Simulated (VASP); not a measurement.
Here is a VASP 6.6.1 calculation.

Contents of INCAR:

```
  PREC = Accurate
  ENCUT = 520
  EDIFF = 1E-7
  ISMEAR = 0
  SIGMA = 0.1
  LREAL = F
  LASPH = T
  NELM = 100
  ALGO = Fast
  ISIF = 2
  LWAVE = F
  LCHARG = T
  GGA = PE
  IVDW = 12
  LELF = T
  LVHAR = T
  NBANDS = 32
```

Contents of KPOINTS:

```
regular mesh
0
Gamma
  15 15 4
```

File POSCAR:

```
Hg
1.0
    3.3374995849      0.0000000000      0.0000000000
   -1.6687497925      2.8903594256      0.0000000000
    0.0000000000      0.0000000000     10.5882697211
Hg
4
Direct
    0.0000000000      0.0000000000      0.0000000000
    0.3333333333      0.6666666667      0.2500000000
    0.0000000000      0.0000000000      0.5000000000
    0.6666666667      0.3333333333      0.7500000000
```

Potentials or basis: VASP PAW PBE potentials, release 64 (Hg).

Command:

```console
$ cat potpaw_PBE.64/Hg/POTCAR > POTCAR
$ mpirun -np 1 vasp_std > vasp.out
```

Question: What does it give for the dispersion energy per atom?

Answer: -0.410 eV.

Question: Estimate the band gap on the k mesh.

Answer: Zero (bands 24 and 25 overlap by 1.07 eV).

Question: What does it give for the pressure?

Answer: 0.2 GPa.

Caveat: spin-orbit coupling is left out, which moves the levels of the heavy elements.
